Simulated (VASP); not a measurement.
# BN (BN (F-43m)) (F-43m) in VASP: single point with PBE

Aim: the single point of BN (BN (F-43m)) with PBE.

Program: VASP 6.6.1. These are calculated values, not measurements. Logs are shortened: lines on timing, memory, paths and dates and some standing lists are left out, and cuts for length are marked.

## Step 1: The cell of the first run

The structure is cubic, space group F-43m (No. 216). The conventional cell has a = 3.624 Å, b = 3.624 Å, c = 3.624 Å, α = 90.00°, β = 90.00°, γ = 90.00°. Within 2.1 Å of B (site symmetry -43m) lie 4 N at 1.57 Å. N (site symmetry -43m) has 4 B at 1.57 Å within 2.1 Å.

## Step 2: Single point, PBE

INCAR

```
SYSTEM = BN
PREC = Accurate
ENCUT = 600
EDIFF = 1E-6
ISMEAR = -1
SIGMA = 0.01
LREAL = .FALSE.
LASPH = .TRUE.
NELM = 120
ALGO = Normal
ISIF = 2
LWAVE = .FALSE.
LCHARG = .FALSE.
GGA = PE
NBANDS = 11
ISYM = 0
GGA_COMPAT = .FALSE.
```

KPOINTS

```
Automatic mesh
0
Gamma
  4 4 4
  0.25 0.25 0.25
```

POSCAR

```
BN
1.0
    0.0000000000      1.8120551925      1.8120551925
    1.8120551925      0.0000000000      1.8120551925
    1.8120551925      1.8120551925      0.0000000000
B N
1 1
Direct
    0.0000000000      0.0000000000      0.0000000000
    0.2500000000      0.2500000000      0.2500000000
```

Potentials or basis: VASP PAW PBE potentials, release 64 (B, N).

Launch:

```console
$ cat potpaw_PBE.64/B/POTCAR potpaw_PBE.64/N/POTCAR > POTCAR
$ mpirun -np 1 vasp_std > vasp.out
```

OUTCAR:

```text
SYSTEM = BN
   PREC = Accurate
   ENCUT = 600
   EDIFF = 1E-6
   ISMEAR = -1
   LREAL = .FALSE.
   LASPH = .TRUE.
   NELM = 120
   ISIF = 2
   GGA = PE
   ISYM = 0

 ion  position               nearest neighbor table
   1  0.000  0.000  0.000-   2 1.57   2 1.57   2 1.57   2 1.57
   2  0.250  0.250  0.250-   1 1.57   1 1.57   1 1.57   1 1.57

IMPORTANT INFORMATION: All symmetrisations will be switched off!
NOSYMM: (Re-)initialisation of all symmetry stuff for point group C_1.

----------------------------------------------------------------------------------------

                                     Primitive cell

  volume of cell :      11.8999

  direct lattice vectors                    reciprocal lattice vectors
     0.000000000  1.812055192  1.812055192    -0.275929785  0.275929785  0.275929785
     1.812055192  0.000000000  1.812055192     0.275929785 -0.275929785  0.275929785
     1.812055192  1.812055192  0.000000000     0.275929785  0.275929785 -0.275929785

  length of vectors
     2.562633029  2.562633029  2.562633029     0.477924407  0.477924407  0.477924407

  position of ions in fractional coordinates (direct lattice)
     0.000000000  0.000000000  0.000000000
     0.250000000  0.250000000  0.250000000

  ion indices of the primitive-cell ions
   primitive index   ion index
                 1           1
                 2           2

----------------------------------------------------------------------------------------

 KPOINTS: Automatic mesh

Automatic generation of k-mesh.
 Grid dimensions read from file:
 generate k-points for:    4    4    4

 Generating k-lattice:

  Cartesian coordinates                     Fractional coordinates (reciprocal lattice)
    -0.068982446  0.068982446  0.068982446     0.250000000  0.000000000  0.000000000
     0.068982446 -0.068982446  0.068982446     0.000000000  0.250000000  0.000000000
     0.068982446  0.068982446 -0.068982446     0.000000000  0.000000000  0.250000000

  Length of vectors
     0.119481102  0.119481102  0.119481102

  Shift w.r.t. Gamma in fractional coordinates (k-lattice)
     0.250000000  0.250000000  0.250000000

 Subroutine IBZKPT returns following result:
 ===========================================

 Found    256 irreducible k-points:

 Following reciprocal coordinates:
            Coordinates               Weight
  0.062500  0.062500  0.062500      2.000000
  0.062500  0.000000  0.000000      2.000000
  0.000000  0.000000 -0.062500      2.000000
  0.000000  0.062500  0.000000      2.000000
  0.312500  0.062500  0.062500      2.000000
  0.062500  0.312500  0.062500      2.000000
[... 16 lines left out ...]
  0.000000  0.500000 -0.062500      2.000000
  0.500000  0.000000 -0.062500      2.000000
 [... further k-points ...]
   k-points           NKPTS =    256   k-points in BZ     NKDIM =    256   number of bands    NBANDS=     11
   number of dos      NEDOS =    301   number of ions     NIONS =      2
   total plane-waves  NPLWV =   8000
   dimension x,y,z NGX =    20 NGY =   20 NGZ =   20
   dimension x,y,z NGXF=    40 NGYF=   40 NGZF=   40
   ions per type =               1   1
   NGX,Y,Z   is equivalent  to a cutoff of  12.97, 12.97, 12.97 a.u.
   NGXF,Y,Z  is equivalent  to a cutoff of  25.95, 25.95, 25.95 a.u.
 SYSTEM =  BN
   PREC   = accura    normal or accurate (medium, high low for compatibility)
   ISTART =      0    job   : 0-new  1-cont  2-samecut
   ICHARG =      2    charge: 1-file 2-atom 10-const
   ISPIN  =      1    spin polarized calculation?
   LNONCOLLINEAR =      F non collinear calculations
   LSORBIT =      F    spin-orbit coupling
   LASPH  =      T    aspherical Exc in radial PAW
   ENCUT  =  600.0 eV  44.10 Ry    6.64 a.u.   5.12  5.12  5.12*2*pi/ulx,y,z
   NELM   =    120;   NELMIN=  2; NELMDL= -5     # of ELM steps
   EDIFF  = 0.1E-05   stopping-criterion for ELM
   LREAL  =      F    real-space projection
   EDIFFG = 0.1E-04   stopping-criterion for IOM
   NSW    =      0    number of steps for IOM
   IBRION =     -1    ionic relax: 0-MD 1-quasi-New 2-CG
   NFREE  =      0    steps in history (QN), initial steepest desc. (CG)
   ISIF   =      2    stress and relaxation
   ISYM   =      0    0-nonsym 1-usesym 2-fastsym
   POTIM  = 0.5000    time-step for ionic-motion
   TEBEG  =    0.0;   TEEND  =   0.0 temperature during run
   PSTRESS=    0.0 pullay stress
   NELECT =       8.0000    total number of electrons
   NUPDOWN=      -1.0000    fix difference up-down
   EMIN   =  10.00;   EMAX   =-10.00  energy-range for DOS
   EFERMI =   0.00;   METHOD = LEGACY
   ISMEAR =    -1;   SIGMA  =   0.01  broadening in eV -4-tet -1-fermi 0-gaus
   EFERMI_NEDOS =   21; number of points for ismear=-14 and -15
   IALGO  =     38    algorithm
   IMIX   =      4    mixing-type and parameters
     AMIX     =   0.40;   BMIX     =  1.00
     AMIX_MAG =   1.60;   BMIX_MAG =  1.00
  volume/ion in A,a.u.               =       5.95        40.15
  Fermi-wavevector in a.u.,A,eV,Ry     =   1.434135  2.710122 27.983695  2.056744
  Thomas-Fermi vector in A             =   2.553577
   LORBIT       =      0    0 simple, 1 ext, 2 COOP (PROOUT), +10 PAW based schemes
   GGA     = PE    functional components
   LHFCALC =     F    Hartree Fock is set to
   AEXX    =    0.0000 exact exchange contribution
   IVDW    =     0    specifies the selected vdW correction
   LEPSILON=     F    determine dielectric tensor
   LRPA    =     F    only Hartree local field effects (RPA)
 non-spin polarized calculation
  energy-cutoff  :      600.00
  volume of cell :       11.90
 maximum number of plane-waves:       405
   NGX = 11   NGY = 11   NGZ = 11

 number of electron       7.9999999 magnetization

 Free energy of the ion-electron system (eV)
  ---------------------------------------------------
  ext. energy  EPLUGINS =         0.00000000
  ---------------------------------------------------
  free energy    TOTEN  =       -17.41788553 eV

  energy without entropy =      -17.41788553  energy(sigma->0) =      -17.41788553

 E-fermi :   7.4691     XC(G=0): -12.7802

 val. band max:        7.2235994185   @ k =   0.0625   0.0000   0.0000
 cond. band min:      12.0947388331   @ k =   0.5000  -0.4375   0.0000
 fundamental gap:      4.8711394146
 Fermi energy:         7.4690885395

 k-point     1 :       0.0625    0.0625    0.0625
  band No.  band energies     occupation
      1     -12.7304      2.00000
      2       6.7965      2.00000
      3       7.2236      2.00000
      4       7.2236      2.00000
      5      16.2244      0.00000
      6      16.2548      0.00000
      7      16.2548      0.00000
      8      17.8767      0.00000
      9      31.8204      0.00000
     10      33.3288      0.00000
     11      33.3288      0.00000

 k-point     2 :       0.0625    0.0000    0.0000
  band No.  band energies     occupation
      1     -12.7304      2.00000
      2       6.7965      2.00000
      3       7.2236      2.00000
      4       7.2236      2.00000
      5      16.2244      0.00000
      6      16.2548      0.00000
      7      16.2548      0.00000
      8      17.8767      0.00000
      9      31.8204      0.00000
     10      33.3288      0.00000
     11      33.3288      0.00000

 k-point     3 :       0.0000    0.0000   -0.0625
  band No.  band energies     occupation
      1     -12.7304      2.00000
      2       6.7965      2.00000
      3       7.2236      2.00000
      4       7.2236      2.00000
      5      16.2244      0.00000
      6      16.2548      0.00000
      7      16.2548      0.00000
      8      17.8767      0.00000
      9      31.8204      0.00000
     10      33.3288      0.00000
     11      33.3288      0.00000

 k-point     4 :       0.0000    0.0625    0.0000
  band No.  band energies     occupation
      1     -12.7304      2.00000
      2       6.7965      2.00000
      3       7.2236      2.00000
      4       7.2236      2.00000
      5      16.2244      0.00000
      6      16.2548      0.00000
      7      16.2548      0.00000
      8      17.8767      0.00000
      9      31.8204      0.00000
     10      33.3288      0.00000
     11      33.3288      0.00000

 k-point     5 :       0.3125    0.0625    0.0625
  band No.  band energies     occupation
      1     -11.0339      2.00000
      2       1.2927      2.00000
      3       5.4117      2.00000
      4       6.3145      2.00000
      5      17.1760      0.00000
      6      17.5419      0.00000
      7      18.0439      0.00000
      8      21.0166      0.00000
      9      29.7220      0.00000
     10      29.9482      0.00000
     11      33.0450      0.00000

 k-point     6 :       0.0625    0.3125    0.0625
  band No.  band energies     occupation
      1     -11.0339      2.00000
      2       1.2927      2.00000
      3       5.4117      2.00000
      4       6.3145      2.00000
      5      17.1760      0.00000
      6      17.5419      0.00000
      7      18.0439      0.00000
      8      21.0166      0.00000
      9      29.7220      0.00000
     10      29.9482      0.00000
     11      33.0450      0.00000

 k-point     7 :       0.0625    0.0625    0.3125
  band No.  band energies     occupation
      1     -11.0339      2.00000
      2       1.2927      2.00000
      3       5.4117      2.00000
      4       6.3145      2.00000
      5      17.1760      0.00000
      6      17.5419      0.00000
      7      18.0439      0.00000
      8      21.0166      0.00000
      9      29.7220      0.00000
     10      29.9482      0.00000
     11      33.0450      0.00000

 k-point     8 :       0.0625    0.0000   -0.2500
  band No.  band energies     occupation
      1     -11.0339      2.00000
      2       1.2927      2.00000
      3       5.4117      2.00000
      4       6.3145      2.00000
      5      17.1760      0.00000
      6      17.5419      0.00000
      7      18.0439      0.00000
      8      21.0166      0.00000
      9      29.7220      0.00000
     10      29.9482      0.00000
     11      33.0450      0.00000
[... 141 lines left out ...]
 k-point    19 :       0.0625    0.0625   -0.4375
  band No.  band energies     occupation
      1      -8.6190      2.00000
      2      -3.1610      2.00000
      3       5.0985      2.00000
      4       5.2413      2.00000
      5      17.4453      0.00000
      6      17.9213      0.00000
      7      18.2821      0.00000
      8      22.6005      0.00000
      9      30.1852      0.00000
     10      33.7373      0.00000
     11      34.2026      0.00000

 k-point    20 :       0.0625    0.0000    0.5000
  band No.  band energies     occupation
      1      -8.6190      2.00000
      2      -3.1610      2.00000
      3       5.0985      2.00000
      4       5.2413      2.00000
      5      17.4453      0.00000
      6      17.9213      0.00000
      7      18.2821      0.00000
      8      22.6005      0.00000
      9      30.1852      0.00000
     10      33.7373      0.00000
     11      34.2026      0.00000

 k-point    21 :      -0.4375    0.5000    0.5000
  band No.  band energies     occupation
      1      -8.6190      2.00000
      2      -3.1610      2.00000
      3       5.0985      2.00000
      4       5.2413      2.00000
      5      17.4453      0.00000
      6      17.9213      0.00000
      7      18.2821      0.00000
      8      22.6005      0.00000
      9      30.1852      0.00000
     10      33.7373      0.00000
     11      34.2027      0.00000

 k-point    22 :       0.0625    0.5000    0.0000
  band No.  band energies     occupation
      1      -8.6190      2.00000
      2      -3.1610      2.00000
      3       5.0985      2.00000
      4       5.2413      2.00000
      5      17.4453      0.00000
      6      17.9213      0.00000
      7      18.2821      0.00000
      8      22.6005      0.00000
      9      30.1852      0.00000
     10      33.7373      0.00000
     11      34.2026      0.00000

 k-point    23 :       0.0000    0.5000   -0.0625
  band No.  band energies     occupation
      1      -8.6190      2.00000
      2      -3.1610      2.00000
      3       5.0985      2.00000
      4       5.2413      2.00000
      5      17.4453      0.00000
      6      17.9213      0.00000
      7      18.2821      0.00000
      8      22.6005      0.00000
      9      30.1852      0.00000
     10      33.7373      0.00000
     11      34.2026      0.00000

 k-point    24 :       0.5000    0.0000   -0.0625
  band No.  band energies     occupation
      1      -8.6190      2.00000
      2      -3.1610      2.00000
      3       5.0985      2.00000
      4       5.2413      2.00000
      5      17.4453      0.00000
      6      17.9213      0.00000
      7      18.2821      0.00000
      8      22.6005      0.00000
      9      30.1852      0.00000
     10      33.7373      0.00000
     11      34.2026      0.00000

 [... further k-points ...]

------------------------ aborting loop because EDIFF is reached ----------------------------------------

  FORCE on cell =-STRESS in cart. coord.  units (eV):
  Direction    XX          YY          ZZ          XY          YZ          ZX
  --------------------------------------------------------------------------------------
  -------------------------------------------------------------------------------------
  Total        0.0356790      0.0356786      0.0356786      0.0000002     -0.0000016      0.0000004
  in kB        4.8037388      4.8036805      4.8036840      0.0000236     -0.0002094      0.0000550
  external PRESSURE =       4.8037011 kB  Pullay stress =       0.0000000 kB

 VOLUME and BASIS-vectors are now :
 -----------------------------------------------------------------------------
  energy-cutoff  :      600.00
  volume of cell :       11.90
      direct lattice vectors                 reciprocal lattice vectors
     0.000000000  1.812055192  1.812055192    -0.275929785  0.275929785  0.275929785
     1.812055192  0.000000000  1.812055192     0.275929785 -0.275929785  0.275929785
     1.812055192  1.812055192  0.000000000     0.275929785  0.275929785 -0.275929785

 POSITION                                       TOTAL-FORCE (eV/Angst)
 -----------------------------------------------------------------------------------
      0.00000      0.00000      0.00000         0.000000      0.000000      0.000000
      0.90603      0.90603      0.90603        -0.000000     -0.000000     -0.000000
 -----------------------------------------------------------------------------------
    total drift:                               -0.000000     -0.000000     -0.000000

  FREE ENERGIE OF THE ION-ELECTRON SYSTEM (eV)
  ---------------------------------------------------
  free  energy   TOTEN  =       -17.4178855314 eV

  energy  without entropy=      -17.4178855314  energy(sigma->0) =      -17.41788553
```

Wall time 14 s (1 thread of Intel Xeon 6975P-C (Granite Rapids), shared host); peak memory 0.14 GiB.

What came out:

| Quantity | Value |
| --- | --- |
| Free energy | -17.4179 eV |
| Pressure | 0.5 GPa |
| Band gap on the k mesh | 4.87 eV, indirect (least direct gap 9.00 eV) |

Levels at points of the mesh, in eV from the valence-band top:
| k point | band 1 | band 2 | band 3 | band 4 | band 5 | band 6 | band 7 | band 8 |
| --- | --- | --- | --- | --- | --- | --- | --- | --- |
| (0.06, 0.06, 0.06) | -19.95 | -0.43 | 0.00 | 0.00 | 9.00 | 9.03 | 9.03 | 10.65 |

Caveat: the k points lie up to 0.75 Å⁻¹ apart. A k mesh can miss the band edges.
